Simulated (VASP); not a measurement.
A run of VASP 6.6.1 is set up as follows.

Contents of INCAR:

```
PREC = Accurate ; ENCUT = 520
EDIFF = 1E-7 ; ISMEAR = 0
SIGMA = 0.1 ; LREAL = False
LASPH = True ; NELM = 150
ALGO = Normal ; ISIF = 2
LWAVE = False ; LCHARG = False
ISPIN = 2 ; MAGMOM = 1 1 0 0
LORBIT = 11 ; LMAXMIX = 4
GGA = PS ; NBANDS = 32
```

File KPOINTS:

```
Automatic mesh
0
Gamma
  6 6 4
```

The input POSCAR:

```
TeW
1.0
    3.9040621473      0.0000000000      0.0000000000
   -1.9520310737      3.3810169975      0.0000000000
    0.0000000000      0.0000000000      6.0512963283
W Te
2 2
Direct
    0.0000000000      0.0000000000      0.0000000000
    0.0000000000      0.0000000000      0.5000000000
    0.3333333333      0.6666666667      0.2500000000
    0.6666666667      0.3333333333      0.7500000000
```

Potentials or basis: VASP PAW PBE potentials, release 64 (W_sv, Te).

Command:

```sh
$ cat potpaw_PBE.64/W_sv/POTCAR potpaw_PBE.64/Te/POTCAR > POTCAR
$ mpirun -np 1 vasp_std > vasp.out
```

Problem. What does it give for the net moment?

Solution. 0.00 μB per cell.

Problem. What does it give for the pressure?

Solution. 5.9 GPa.

Stress tensor (GPa, compression positive):
```
8.69 0.00 0.00
0.00 8.69 0.00
0.00 0.00 0.21
```

Caveat: the cell stands under pressure; the PAW data sets were made with another functional, which shifts forces and pressure a little.
